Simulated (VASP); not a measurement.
## Be8Se7 (a cell with a defect): relaxation of the atoms with PBE

The system is Be8Se7 (a cell with a defect).

```
Be Se
1.0
     0.00000    5.17767   -5.17767
     5.17767    5.17767    0.00000
     5.17767    0.00000   -5.17767
Be Se
8 7
Direct
  0.00000 0.00000 0.50000
  0.00000 0.50000 0.50000
  0.50000 0.00000 0.50000
  0.50000 0.50000 0.50000
  0.00000 0.00000 0.00000
  0.00000 0.50000 0.00000
  0.50000 0.00000 0.00000
  0.50000 0.50000 0.00000
  0.12500 0.62500 0.12500
  0.62500 0.12500 0.12500
  0.62500 0.62500 0.12500
  0.12500 0.12500 0.62500
  0.12500 0.62500 0.62500
  0.62500 0.12500 0.62500
  0.62500 0.62500 0.62500
```

This cell differs from its parent crystal: atoms taken out.

```yaml
Program: VASP 6.6.1
Task: relaxation of the atoms
Functional: PBE
Potentials_or_basis: VASP PAW PBE potentials, release 64 (Be, Se)
Cutoff: 520 eV
k_mesh: 4 × 4 × 4
Occupations: gaussian, width 0.05 eV
Spin: no spin polarisation
Dipole_correction: no
Charge: 2
Further_INCAR_settings: ALGO = Normal; EDIFF = 1e-07; IBRION = 2; EDIFFG = -0.02; NSW = 70; NELECT = 56.0
```

```json
{
  "Energy gained by relaxing": "129.1 meV/atom",
  "Ionic steps": "8",
  "Largest force after relaxing": "0.013 eV/Å"
}
```

Forces on the atoms (eV/Å):
```
Be  -0.002  0.002  0.002
Be  -0.008  0.008 -0.008
Be   0.008  0.008  0.008
Be  -0.008 -0.008  0.008
Be   0.002  0.002 -0.002
Be  -0.002 -0.002 -0.002
Be   0.002 -0.002  0.002
Be   0.008 -0.008 -0.008
Se   0.000  0.000  0.011
Se  -0.011  0.000  0.000
Se   0.000  0.011  0.000
Se   0.000 -0.011  0.000
Se   0.011  0.000  0.000
Se   0.000  0.000 -0.011
Se   0.000  0.000  0.000
```

Step by step:
| step | energy change (eV) | largest force (eV/Å) | pressure (GPa) |
| --- | --- | --- | --- |
| 1 | 0.0000 | 1.8197 | -10.15 |
| 2 | -0.6666 | 1.7537 | -9.09 |
| 3 | -1.8396 | 0.4130 | -7.31 |
| 4 | -1.8622 | 0.5196 | -7.12 |
| 5 | -1.9289 | 0.1428 | -6.53 |
| 6 | -1.9354 | 0.0506 | -6.69 |
| 7 | -1.9362 | 0.0217 | -6.72 |
| 8 | -1.9363 | 0.0135 | -6.73 |

Final structure:
```yaml
crystal:
  lattice:
    - [0.00000, 5.17767, -5.17767]
    - [5.17767, 5.17767, 0.00000]
    - [5.17767, 0.00000, -5.17767]
  atoms:
    - { symbol: Be, position: [0.97688, 0.97688, 0.56935] }
    - { symbol: Be, position: [0.98820, 0.50393, 0.50393] }
    - { symbol: Be, position: [0.50393, 0.98820, 0.50393] }
    - { symbol: Be, position: [0.50393, 0.50393, 0.50393] }
    - { symbol: Be, position: [0.97688, 0.97688, 0.97688] }
    - { symbol: Be, position: [0.97688, 0.56935, 0.97688] }
    - { symbol: Be, position: [0.56935, 0.97688, 0.97688] }
    - { symbol: Be, position: [0.50393, 0.50393, 0.98820] }
    - { symbol: Se, position: [0.12914, 0.62086, 0.12914] }
    - { symbol: Se, position: [0.62086, 0.12914, 0.12914] }
    - { symbol: Se, position: [0.62086, 0.62086, 0.12914] }
    - { symbol: Se, position: [0.12914, 0.12914, 0.62086] }
    - { symbol: Se, position: [0.12914, 0.62086, 0.62086] }
    - { symbol: Se, position: [0.62086, 0.12914, 0.62086] }
    - { symbol: Se, position: [0.62500, 0.62500, 0.62500] }
```

Levels at points of the mesh, in eV from the Fermi level:
```
           k point  band 26  band 27  band 28  band 29  band 30  band 31
(0.00, 0.00, 0.00)    -0.25    -0.25    -0.25     0.68     2.77     3.59
(0.50, 0.00, 0.00)    -1.24    -0.52    -0.52     1.80     3.45     4.11
(0.50, 0.50, 0.00)    -1.17    -1.17    -0.79     2.37     3.63     4.15
```

Wall time 5.8 min on 1 thread of Intel(R) Xeon(R) 6975P-C (Granite Rapids), with other jobs on the host, peak memory 0.44 GiB.

Caveat: the cell carries a net charge on a neutralising background, which shifts energy and pressure; the cell differs from its parent crystal (atoms taken out); the cell is charged against a uniform background, so pressure and absolute levels hang on convention.
